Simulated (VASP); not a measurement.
# ZrC: single point with LDA

ZrC:

```xyz
2
Lattice="0.0000 2.3543 2.3543 2.3543 0.0000 2.3543 2.3543 2.3543 0.0000" Properties=species:S:1:pos:R:3 pbc="T T T"
Zr    0.0000    0.0000    0.0000
C     2.3543    2.3543    2.3543
```

```
Program                : VASP 6.6.1
Task                   : single point
Functional             : LDA
Potentials or basis    : VASP PAW LDA potentials, release 64 (Zr_sv, C)
Cutoff                 : 520 eV
k mesh                 : 16 × 16 × 16
Occupations            : gaussian, width 0.1 eV
Spin                   : no spin polarisation
Dipole correction      : no
Further INCAR settings : ALGO = Normal; EDIFF = 1e-07; NBANDS = 15
```

- Pressure: -9.2 GPa
- Band gap on the k mesh: zero (band 8 reaches 10.33 eV, above the bottom of band 9 at 9.01 eV)

Levels at points of the mesh, in eV from the Fermi level:
```
           k point  band 6  band 7  band 8  band 9  band 10  band 11
(0.00, 0.00, 0.00)    0.96    0.96    0.96    1.05     1.05     1.05
(0.50, 0.00, 0.00)   -5.27   -2.90   -2.90    4.45     4.45     5.27
(0.50, 0.50, 0.00)   -2.01   -1.78    0.09    0.09     4.44     5.61
```

Wall time 110 s on 1 thread of Intel Xeon 8259CL (shared host), peak memory 0.18 GiB.
